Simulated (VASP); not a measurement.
# RbReSe2 (R-3m) in VASP: a series of runs

The runs below take RbReSe2 through single point, with PBE.

Program: VASP 6.6.1. These are calculated values, not measurements. Logs are shortened: lines on timing, memory, paths and dates and some standing lists are left out, and cuts for length are marked.

### Step 1. The cell of the first run

The structure is trigonal, space group R-3m (No. 166). The conventional cell has a = 4.075 Å, b = 4.075 Å, c = 23.080 Å, α = 90.00°, β = 90.00°, γ = 120.00°. Re (site symmetry -3m) has 6 Se at 2.63 Å within 3.5 Å. Se (site symmetry 3m) has 3 Re at 2.63 Å and 3 Se at 3.33 Å and 3 Rb at 3.56 Å within 3.6 Å. Rb (site symmetry -3m) has 6 Se at 3.56 Å and 6 Rb at 4.08 Å and 6 Re at 4.51 Å within 4.7 Å.

### Step 2. Single point, PBE

File INCAR:

```
SYSTEM = RbReSe2
PREC     = Accurate       ! precision mode
ENCUT    = 520            ! plane-wave cutoff, eV
EDIFF    = 1E-6           ! SCF threshold, eV
ISMEAR   = -1             ! smearing method
SIGMA    = 0.1            ! smearing width, eV
LREAL    = .False.        ! projectors in reciprocal space
LASPH    = .True.         ! aspherical terms in the spheres
NELM     = 60             ! most SCF steps
ALGO     = Normal         ! electronic algorithm
ISIF     = 2              ! what is computed and relaxed
LWAVE    = .False.        ! write WAVECAR
LCHARG   = .False.        ! write CHGCAR
GGA      = PE             ! functional
NBANDS   = 22             ! bands
```

File KPOINTS:

```
regular mesh
0
Gamma
  7 7 7
  0 0 0
```

File POSCAR:

```
RbReSe2
1.0
    4.0750860782      0.0000002887      0.0000000883
   -2.0375432891      3.5291279220     -0.0000008851
    0.0000000000     -2.3527502109      7.6933385607
Re Se Rb
1 2 1
Direct
    0.5000000000      0.0000000000      0.5000000000
    0.2177843869      0.4355687738      0.6533531607
    0.7822156131      0.5644312262      0.3466468393
    0.0000000000      0.0000000000      0.0000000000
```

Potentials or basis: VASP PAW PBE potentials, release 64 (Re, Se, Rb_sv).

On the command line:

```console
$ cat potpaw_PBE.64/Re/POTCAR potpaw_PBE.64/Se/POTCAR potpaw_PBE.64/Rb_sv/POTCAR > POTCAR
$ mpirun -np 1 vasp_std > vasp.out
```

OUTCAR:

```text
SYSTEM = RbReSe2
   PREC = Accurate
   ENCUT = 520
   EDIFF = 1E-6
   ISMEAR = -1
   LREAL = .False.
   LASPH = .True.
   NELM = 60
   ISIF = 2
   GGA = PE

 ion  position               nearest neighbor table
   1  0.500  0.000  0.500-   3 2.63   2 2.63   3 2.63   2 2.63   2 2.63   3 2.63   4 4.51   4 4.51
                             4 4.51   4 4.51   4 4.51   4 4.51
   2  0.218  0.436  0.653-   1 2.63   1 2.63   1 2.63   4 3.56   4 3.56   4 3.56
   3  0.782  0.564  0.347-   1 2.63   1 2.63   1 2.63   4 3.56   4 3.56   4 3.56
   4  0.000  0.000  0.000-   2 3.56   3 3.56   3 3.56   2 3.56   3 3.56   2 3.56   1 4.51   1 4.51
                             1 4.51   1 4.51   1 4.51   1 4.51

  LATTYP: Found a trigonal (rhomboedric) cell.
 ALAT       =     8.0450538696
 COS(alpha) =     0.8717121092

  Lattice vectors:

 A1 = (   0.0000000000,  -2.3527502109,   7.6933385607)
 A2 = (   2.0375427891,   1.1763779998,   7.6933377639)
 A3 = (  -2.0375432891,   1.1763777111,   7.6933376756)

Analysis of symmetry for initial positions (statically):
=====================================================================
 Subroutine PRICEL returns:
 Original cell was already a primitive cell.

 Routine SETGRP: Setting up the symmetry group for a
 trigonal (rhombohedral) supercell.

 Subroutine GETGRP returns: Found 12 space group operations
 (whereof 12 operations were pure point group operations)
 out of a pool of 12 trial point group operations.

The static configuration has the point symmetry D_3d.

Analysis of symmetry for dynamics (positions and initial velocities):
=====================================================================
 Subroutine PRICEL returns:
 Original cell was already a primitive cell.

 Routine SETGRP: Setting up the symmetry group for a
 trigonal (rhombohedral) supercell.

 Subroutine GETGRP returns: Found 12 space group operations
 (whereof 12 operations were pure point group operations)
 out of a pool of 12 trial point group operations.

The dynamic configuration has the point symmetry D_3d.

 Subroutine INISYM returns: Found 12 space group operations
 (whereof 12 operations are pure point group operations),
 and found     1 'primitive' translations

----------------------------------------------------------------------------------------

                                     Primitive cell

  volume of cell :     110.6417

  direct lattice vectors                    reciprocal lattice vectors
     4.075086078  0.000000289  0.000000088     0.245393578  0.141678083  0.043327502
    -2.037543289  3.529127922 -0.000000885    -0.000000022  0.283356130  0.086654993
     0.000000000 -2.352750211  7.693338561    -0.000000003  0.000000031  0.129982590

  length of vectors
     4.075086078  4.075086078  8.045053870     0.286649542  0.296310284  0.129982590

  position of ions in fractional coordinates (direct lattice)
     0.500000000  0.000000000  0.500000000
     0.217784387  0.435568774  0.653353161
     0.782215613  0.564431226  0.346646839
     0.000000000  0.000000000  0.000000000

  ion indices of the primitive-cell ions
   primitive index   ion index
                 1           1
                 2           2
                 3           3
                 4           4

----------------------------------------------------------------------------------------

 KPOINTS: regular mesh

Automatic generation of k-mesh.
 Grid dimensions read from file:
 generate k-points for:    7    7    7

 Generating k-lattice:

  Cartesian coordinates                     Fractional coordinates (reciprocal lattice)
     0.035056225  0.020239726  0.006189643     0.142857143 -0.000000000  0.000000000
    -0.000000003  0.040479447  0.012379285     0.000000000  0.142857143  0.000000000
    -0.000000000  0.000000004  0.018568941     0.000000000  0.000000000  0.142857143

  Length of vectors
     0.040949935  0.042330041  0.018568941

  Shift w.r.t. Gamma in fractional coordinates (k-lattice)
     0.000000000  0.000000000  0.000000000

 Subroutine IBZKPT returns following result:
 ===========================================

 Found     44 irreducible k-points:

 Following reciprocal coordinates:
            Coordinates               Weight
  0.000000  0.000000  0.000000      1.000000
  0.142857  0.000000  0.000000      6.000000
  0.285714  0.000000  0.000000      6.000000
  0.428571  0.000000  0.000000      6.000000
  0.000000  0.142857 -0.000000      6.000000
  0.142857  0.142857 -0.000000     12.000000
[... 16 lines left out ...]
  0.000000  0.142857  0.142857      6.000000
  0.142857  0.142857  0.142857     12.000000
 [... further k-points ...]
   k-points           NKPTS =     44   k-points in BZ     NKDIM =     44   number of bands    NBANDS=     22
   number of dos      NEDOS =    301   number of ions     NIONS =      4
   total plane-waves  NPLWV =  54000
   dimension x,y,z NGX =    30 NGY =   30 NGZ =   60
   dimension x,y,z NGXF=    60 NGYF=   60 NGZF=  120
   ions per type =               1   2   1
   NGX,Y,Z   is equivalent  to a cutoff of  12.24, 12.24, 12.40 a.u.
   NGXF,Y,Z  is equivalent  to a cutoff of  24.48, 24.48, 24.80 a.u.
 SYSTEM =  RbReSe2
   PREC   = accura    normal or accurate (medium, high low for compatibility)
   ISTART =      0    job   : 0-new  1-cont  2-samecut
   ICHARG =      2    charge: 1-file 2-atom 10-const
   ISPIN  =      1    spin polarized calculation?
   LNONCOLLINEAR =      F non collinear calculations
   LSORBIT =      F    spin-orbit coupling
   LASPH  =      T    aspherical Exc in radial PAW
   ENCUT  =  520.0 eV  38.22 Ry    6.18 a.u.   7.58  7.58 14.96*2*pi/ulx,y,z
   NELM   =     60;   NELMIN=  2; NELMDL= -5     # of ELM steps
   EDIFF  = 0.1E-05   stopping-criterion for ELM
   LREAL  =      F    real-space projection
   EDIFFG = 0.1E-04   stopping-criterion for IOM
   NSW    =      0    number of steps for IOM
   IBRION =     -1    ionic relax: 0-MD 1-quasi-New 2-CG
   NFREE  =      0    steps in history (QN), initial steepest desc. (CG)
   ISIF   =      2    stress and relaxation
   ISYM   =      2    0-nonsym 1-usesym 2-fastsym
   POTIM  = 0.5000    time-step for ionic-motion
   TEBEG  =    0.0;   TEEND  =   0.0 temperature during run
   PSTRESS=    0.0 pullay stress
   NELECT =      28.0000    total number of electrons
   NUPDOWN=      -1.0000    fix difference up-down
   EMIN   =  10.00;   EMAX   =-10.00  energy-range for DOS
   EFERMI =   0.00;   METHOD = LEGACY
   ISMEAR =    -1;   SIGMA  =   0.10  broadening in eV -4-tet -1-fermi 0-gaus
   EFERMI_NEDOS =   21; number of points for ismear=-14 and -15
   IALGO  =     38    algorithm
   IMIX   =      4    mixing-type and parameters
     AMIX     =   0.40;   BMIX     =  1.00
     AMIX_MAG =   1.60;   BMIX_MAG =  1.00
  volume/ion in A,a.u.               =      27.66       186.66
  Fermi-wavevector in a.u.,A,eV,Ry     =   1.035510  1.956831 14.589282  1.072282
  Thomas-Fermi vector in A             =   2.169857
   LORBIT       =      0    0 simple, 1 ext, 2 COOP (PROOUT), +10 PAW based schemes
   GGA     = PE    functional components
   LHFCALC =     F    Hartree Fock is set to
   AEXX    =    0.0000 exact exchange contribution
   IVDW    =     0    specifies the selected vdW correction
   LEPSILON=     F    determine dielectric tensor
   LRPA    =     F    only Hartree local field effects (RPA)
 non-spin polarized calculation
  energy-cutoff  :      520.00
  volume of cell :      110.64
 maximum number of plane-waves:      3002
   NGX = 15   NGY = 15   NGZ = 29

 number of electron      28.0000000 magnetization

 Free energy of the ion-electron system (eV)
  ---------------------------------------------------
  ext. energy  EPLUGINS =         0.00000000
  ---------------------------------------------------
  free energy    TOTEN  =       -21.04394339 eV

  energy without entropy =      -20.90068241  energy(sigma->0) =      -20.97231290

 E-fermi :   3.2856     XC(G=0):  -9.0853

 val. band max:        3.2844135464   @ k =   0.0000   0.0000   0.0000
 cond. band min:       3.3025279284   @ k =   0.0000   0.0000   0.1429
 fundamental gap:      0.0181143821
 Fermi energy:         3.2856457684

 k-point     1 :       0.0000    0.0000    0.0000
  band No.  band energies     occupation
      1     -24.8175      2.00000
      2     -10.9615      2.00000
      3      -9.6747      2.00000
      4      -8.7371      2.00000
      5      -8.7371      2.00000
      6      -8.4370      2.00000
[... 14 lines left out ...]
     21       8.6604      0.00000
     22       8.6604      0.00000

 k-point     2 :       0.1429    0.0000    0.0000
  band No.  band energies     occupation
      1     -24.8092      2.00000
      2     -10.8121      2.00000
      3      -9.6503      2.00000
      4      -8.8349      2.00000
      5      -8.7599      2.00000
      6      -8.5047      2.00000
[... 14 lines left out ...]
     21       8.5912      0.00000
     22       8.9982      0.00000

 k-point     3 :       0.2857    0.0000    0.0000
  band No.  band energies     occupation
      1     -24.7904      2.00000
      2     -10.4291      2.00000
      3      -9.6433      2.00000
      4      -9.0157      2.00000
      5      -8.8107      2.00000
      6      -8.6388      2.00000
[... 14 lines left out ...]
     21       8.4988      0.00000
     22       9.6137      0.00000

 k-point     4 :       0.4286    0.0000    0.0000
  band No.  band energies     occupation
      1     -24.7752      2.00000
      2     -10.0167      2.00000
      3      -9.7422      2.00000
      4      -9.1057      2.00000
      5      -8.8506      2.00000
      6      -8.7424      2.00000
[... 14 lines left out ...]
     21       8.4562      0.00000
     22       9.0014      0.00000

 k-point     5 :       0.0000    0.1429   -0.0000
  band No.  band energies     occupation
      1     -24.8092      2.00000
      2     -10.8183      2.00000
      3      -9.6307      2.00000
      4      -8.8345      2.00000
      5      -8.7600      2.00000
      6      -8.5214      2.00000
[... 14 lines left out ...]
     21       8.5141      0.00000
     22       8.8507      0.00000

 k-point     6 :       0.1429    0.1429   -0.0000
  band No.  band energies     occupation
      1     -24.7956      2.00000
      2     -10.5549      2.00000
      3      -9.6100      2.00000
      4      -8.9571      2.00000
      5      -8.8127      2.00000
      6      -8.6198      2.00000
[... 14 lines left out ...]
     21       8.6653      0.00000
     22       9.2690      0.00000

 k-point     7 :       0.2857    0.1429   -0.0000
  band No.  band energies     occupation
      1     -24.7786      2.00000
      2     -10.1436      2.00000
      3      -9.6893      2.00000
      4      -9.0515      2.00000
      5      -8.8823      2.00000
      6      -8.7121      2.00000
[... 324 lines left out ...]
      6      -8.7323      2.00000
[... 14 lines left out ...]
     21       8.4000      0.00000
     22       8.9106      0.00000

 k-point    21 :      -0.4286   -0.0000    0.1429
  band No.  band energies     occupation
      1     -24.7752      2.00000
      2     -10.0502      2.00000
      3      -9.6811      2.00000
      4      -9.1296      2.00000
      5      -8.8506      2.00000
      6      -8.7488      2.00000
[... 14 lines left out ...]
     21       8.6779      0.00000
     22       9.3279      0.00000

 k-point    22 :      -0.2857   -0.0000    0.1429
  band No.  band energies     occupation
      1     -24.7904      2.00000
      2     -10.4378      2.00000
      3      -9.6114      2.00000
      4      -9.0306      2.00000
      5      -8.8107      2.00000
      6      -8.6519      2.00000
[... 14 lines left out ...]
     21       8.8152      0.00000
     22       9.4904      0.00000

 k-point    23 :       0.0000    0.1429    0.1429
  band No.  band energies     occupation
      1     -24.8092      2.00000
      2     -10.8458      2.00000
      3      -9.5401      2.00000
      4      -8.8299      2.00000
      5      -8.7600      2.00000
      6      -8.5984      2.00000
[... 14 lines left out ...]
     21       8.2521      0.00000
     22       8.7950      0.00000

 k-point    24 :       0.1429    0.1429    0.1429
  band No.  band energies     occupation
      1     -24.7956      2.00000
      2     -10.5751      2.00000
      3      -9.5694      2.00000
      4      -8.9286      2.00000
      5      -8.8127      2.00000
      6      -8.6683      2.00000
[... 14 lines left out ...]
     21       8.6588      0.00000
     22       9.0037      0.00000

 [... further k-points ...]

------------------------ aborting loop because EDIFF is reached ----------------------------------------

  FORCE on cell =-STRESS in cart. coord.  units (eV):
  Direction    XX          YY          ZZ          XY          YZ          ZX
  --------------------------------------------------------------------------------------
  -------------------------------------------------------------------------------------
  Total       -3.3994672     -3.3994672     -2.5984771     -0.0000000      0.0000002     -0.0000000
  in kB      -49.2268917    -49.2268917    -37.6279414     -0.0000000      0.0000028     -0.0000003
  external PRESSURE =     -45.3605750 kB  Pullay stress =       0.0000000 kB

 VOLUME and BASIS-vectors are now :
 -----------------------------------------------------------------------------
  energy-cutoff  :      520.00
  volume of cell :      110.64
      direct lattice vectors                 reciprocal lattice vectors
     4.075086078  0.000000289  0.000000088     0.245393578  0.141678083  0.043327502
    -2.037543289  3.529127922 -0.000000885    -0.000000022  0.283356130  0.086654993
     0.000000000 -2.352750211  7.693338561    -0.000000003  0.000000031  0.129982590

 POSITION                                       TOTAL-FORCE (eV/Angst)
 -----------------------------------------------------------------------------------
      2.03754     -1.17637      3.84667         0.000000     -0.000000      0.000000
     -0.00000      0.00000      5.02647         0.000000     -0.000000     -0.005648
      2.03754      1.17638      2.66687        -0.000000      0.000000      0.005648
      0.00000      0.00000      0.00000         0.000000      0.000000      0.000000
 -----------------------------------------------------------------------------------
    total drift:                               -0.000000     -0.000000     -0.000000

  FREE ENERGIE OF THE ION-ELECTRON SYSTEM (eV)
  ---------------------------------------------------
  free  energy   TOTEN  =       -21.0439433853 eV

  energy  without entropy=      -20.9006824117  energy(sigma->0) =      -20.97231290
```

Wall time 3.3 min (1 thread of Intel Xeon 8259CL, shared host); peak memory 0.3 GiB.

Results:

- Free energy: -21.0439 eV
- Pressure: -4.5 GPa
- Largest force: 0.006 eV/Å
- Band gap on the k mesh: zero (bands 14 and 15 overlap by 0.43 eV)

Forces in eV/Å, atoms in the order of the input:
```
Re   0.000  0.000  0.000
Se   0.000  0.000 -0.006
Se   0.000  0.000  0.006
Rb   0.000  0.000  0.000
```

Caveat: the cell stands under tension; spin-orbit coupling is left out, which moves the levels of the heavy elements.

### Step 3. Single point, PBE

File INCAR:

```
  PREC = Accurate
  ENCUT = 520
  EDIFF = 1E-6
  ISMEAR = -1
  SIGMA = 0.1
  LREAL = False
  LASPH = True
  NELM = 80
  ALGO = Normal
  ISIF = 2
  LWAVE = False
  LCHARG = False
  GGA = PE
  NBANDS = 22
```

File KPOINTS:

```
regular mesh
0
Gamma
  10 10 10
```

File POSCAR:

```
RbReSe2
1.0
    4.0750850000      0.0000000000      0.0000000000
   -2.0375430000      3.5291290000      0.0000000000
    0.0000000000     -2.3527490000      7.6933380000
Re Se Rb
1 2 1
Direct
    0.5000000000      0.0000000000      0.5000000000
    0.2311000000      0.4622000000      0.6933000000
    0.7689000000      0.5378000000      0.3067000000
    0.0000000000      0.0000000000      0.0000000000
```

Potentials or basis: VASP PAW PBE potentials, release 64 (Re, Se, Rb_sv).

On the command line:

```console
$ cat potpaw_PBE.64/Re/POTCAR potpaw_PBE.64/Se/POTCAR potpaw_PBE.64/Rb_sv/POTCAR > POTCAR
$ mpirun -np 1 vasp_std > vasp.out
```

It took 8.7 min on 1 thread of AMD EPYC 7R13, shared host; peak memory 0.41 GiB.

Results (log left out):

* Free energy: -20.3230 eV
* Pressure: -8.7 GPa
* Largest force: 2.234 eV/Å
* Band gap on the k mesh: zero (bands 14 and 15 overlap by 0.53 eV)

Forces in eV/Å, atoms in the order of the input:
```
Re   0.000  0.000  0.000
Se   0.000  0.000 -2.234
Se   0.000  0.000  2.234
Rb   0.000  0.000  0.000
```

Stress tensor (GPa, compression positive):
```
-8.77  0.00  0.00
 0.00 -8.77  0.00
 0.00  0.00 -8.59
```

Levels at points of the mesh, in eV from the Fermi level:
```csv
k point,band 12,band 13,band 14,band 15,band 16,band 17
"(0.00, 0.00, 0.00)",-1.27,-0.77,-0.77,-0.45,1.30,1.86
"(0.50, 0.00, 0.00)",-2.46,-0.94,-0.11,-0.08,2.09,2.14
"(0.00, 0.50, 0.00)",-2.29,-1.07,-0.12,-0.08,1.90,1.91
"(0.00, 0.00, 0.50)",-1.40,-0.76,-0.76,-0.41,2.17,2.17
```

Caveat: the cell stands under tension; spin-orbit coupling is left out, which moves the levels of the heavy elements; forces of over 1 eV/Å act on the atoms, so gaps and moduli don't describe the material at rest.
